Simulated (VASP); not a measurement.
Input of a VASP 6.6.1 run:

File INCAR:

```
  PREC = Accurate
  ENCUT = 520
  EDIFF = 1E-6
  ISMEAR = 0
  SIGMA = 0.01
  LREAL = False
  LASPH = True
  NELM = 100
  ALGO = Normal
  ISIF = 2
  LWAVE = False
  LCHARG = False
  GGA = CA
  NBANDS = 16
```

Contents of KPOINTS:

```
regular mesh
0
Gamma
  8 8 8
```

Contents of POSCAR:

```
CdS
1.0
    2.8494796924      2.8494796924      0.0000000000
   -2.8494796924      2.8494796924      0.0000000000
    0.0000000000      2.8494796924      2.9209795767
Cd S
1 1
Direct
    0.0000000000      0.0000000000      0.0000000000
    0.7500000000      0.2500000000      0.5000000000
```

Potentials or basis: VASP PAW LDA potentials, release 64 (Cd, S).

The run is started by

```bash
$ cat potpaw_LDA.64/Cd/POTCAR potpaw_LDA.64/S/POTCAR > POTCAR
$ mpirun -np 1 vasp_std > vasp.out
```

Problem. Estimate the band gap on the k mesh.

Solution. 0.96 eV, direct.

Problem. What does it give for the pressure?

Solution. 0.9 GPa.

Stress tensor (GPa, compression positive):
```
1.09 0.00 0.00
0.00 1.09 0.00
0.00 0.00 0.58
```

Caveat: the cell differs from its parent crystal (film at in-plane strain -0.01).
